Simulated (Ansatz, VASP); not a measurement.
# One calculation of SiAs4, two programs

The input INCAR:

```
ALGO = Normal ; EDIFF = 1E-6
EDIFFG = -0.04 ; ENCUT = 600
GGA = PE ; IBRION = 2
ISIF = 3 ; ISMEAR = 0
LASPH = True ; LCHARG = False
LREAL = False ; LWAVE = False
NELM = 60 ; NSW = 90
PREC = Accurate ; SIGMA = 0.1
```

The input KPOINTS:

```
k-points
0
Gamma
  4 4 4
```

Contents of POSCAR:

```
SiAs4
1.0
    4.9434665000      0.0000000000      0.0000000000
    0.0000000000      4.9434665000      0.0000000000
    0.0000000000      0.0000000000      4.9434665000
Si As
1 4
Direct
    0.0000000000      0.0000000000      0.0000000000
    0.2500000000      0.2500000000      0.2500000000
    0.7500000000      0.7500000000      0.2500000000
    0.2500000000      0.7500000000      0.7500000000
    0.7500000000      0.2500000000      0.7500000000
```

Input for Ansatz:

```yaml
crystal:
  lattice:
    - [4.9434665, 0.0, 0.0]
    - [0.0, 4.9434665, 0.0]
    - [0.0, 0.0, 4.9434665]
  atoms:
    - { symbol: Si, position: [0.0, 0.0, 0.0] }
    - { symbol: As, position: [0.25, 0.25, 0.25] }
    - { symbol: As, position: [0.75, 0.75, 0.25] }
    - { symbol: As, position: [0.25, 0.75, 0.75] }
    - { symbol: As, position: [0.75, 0.25, 0.75] }
basis:
  ecutwfc: 420
kpoints:
  mp_grid: { grid: [4, 4, 4] }
hamiltonian:
  xc: pbe
scf:
  occupations: { method: gaussian, width: 0.1 }
  lower_state_search: "off"
output:
  forces: true
  stress: true
  eigenvalues: true
relax:
  adjacent_minimum: "off"
  f_tol: 0.04
  max_steps: 70
  cell: { stress_tol: 0.4 }
```

Change from the starting cell: species swapped into the SnI4 type (P-43m, No. 215).

Alike in both runs: task relaxation of cell and atoms; functional PBE; k mesh 4 × 4 × 4; occupations gaussian, width 0.1 eV; no spin polarisation.

|  | VASP | Ansatz |
| --- | --- | --- |
| version | VASP 6.6.1 | Ansatz 0.2.0 |
| potentials or method | VASP PAW PBE potentials, release 64 (Si, As), cutoff 600 eV | scalar-relativistic, plane waves, PAW |
| valence electrons in the cell | 24 | 64 |

|  | VASP | Ansatz | Ansatz less VASP |
| --- | --- | --- | --- |
| gap on the k mesh at the Fermi level, each at its own relaxed structure (eV) | none | none | - |
| relaxed volume (Å³/atom) | 21.92 | 22.00 | +0.073 |
| relaxed cell length with the largest relative difference (Å) | 4.786 | 4.791 | +0.0053 |

A gap of «none» marks a metal or a gap that the smearing closes. VASP's potentials hold 24 valence electrons a cell and Ansatz's 64, so a difference there can come from the potentials and not from the codes.
